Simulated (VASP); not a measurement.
Here is a VASP 6.6.1 calculation.

The input INCAR:

```
  ALGO = Normal
  EDIFF = 1E-6
  ENCUT = 520
  GGA = PE
  ISIF = 2
  ISMEAR = -1
  LASPH = True
  LCHARG = True
  LELF = True
  LREAL = False
  LVHAR = True
  LWAVE = False
  NBANDS = 12
  NELM = 100
  PREC = Accurate
  SIGMA = 0.06122561905347299
```

Contents of KPOINTS:

```
k-points
0
Gamma
  21 21 21
```

File POSCAR:

```
Zn
1.0
    2.5775148335      0.0000000000      0.0000000000
    0.0000000000      2.5775148335      0.0000000000
    0.0000000000      0.0000000000      2.5775148335
Zn
1
Direct
    0.0000000000      0.0000000000      0.0000000000
```

Potentials or basis: VASP PAW PBE potentials, release 64 (Zn).

The run is started by

```sh
$ cat potpaw_PBE.64/Zn/POTCAR > POTCAR
$ mpirun -np 1 vasp_std > vasp.out
```

Problem. Estimate the pressure.

Solution. 3.6 GPa.

Problem. What does it give for the band gap on the k mesh?

Solution. Zero (band 6 reaches 7.49 eV, above the bottom of band 7 at -0.20 eV).
